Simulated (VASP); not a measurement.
LiCl, 2 atoms in the cell. Symmetry: Fm-3m, No. 225, cubic system. The conventional cell has a = 5.084 Å, b = 5.084 Å, c = 5.084 Å, α = 90.00°, β = 90.00°, γ = 90.00°. Within 3.4 Å of Li (site symmetry m-3m) lie 6 Cl at 2.54 Å. Within 3.4 Å of Cl (site symmetry m-3m) lie 6 Li at 2.54 Å. 

- Program: VASP 6.6.1
- Task: single point
- Functional: PBE
- Potentials or basis: VASP PAW PBE potentials, release 64 (Li_sv, Cl)
- Cutoff: 750 eV
- k mesh: 6 × 6 × 6
- Occupations: gaussian, width 0.1 eV
- Spin: no spin polarisation
- Dipole correction: no
- Further INCAR settings: ALGO = Normal; EDIFF = 1e-06; NBANDS = 12

Potentials or basis: VASP PAW PBE potentials, release 64 (Li_sv, Cl).

Launch:

```bash
$ cat potpaw_PBE.64/Li_sv/POTCAR potpaw_PBE.64/Cl/POTCAR > POTCAR
$ mpirun -np 1 vasp_std > vasp.out
```

Hardware: 1 thread of Intel(R) Xeon(R) Platinum 8259CL CPU @ 2.50GHz (Skylake/Cascade Lake), on a shared host.

**Question.** Estimate the wall time of this run.

**Answer.** It took 7.4 s on 1 thread of Intel(R) Xeon(R) Platinum 8259CL CPU @ 2.50GHz (Skylake/Cascade Lake), with other jobs on the host, peak memory 0.17 GiB. Counts: scf iterations 12, k points 16.
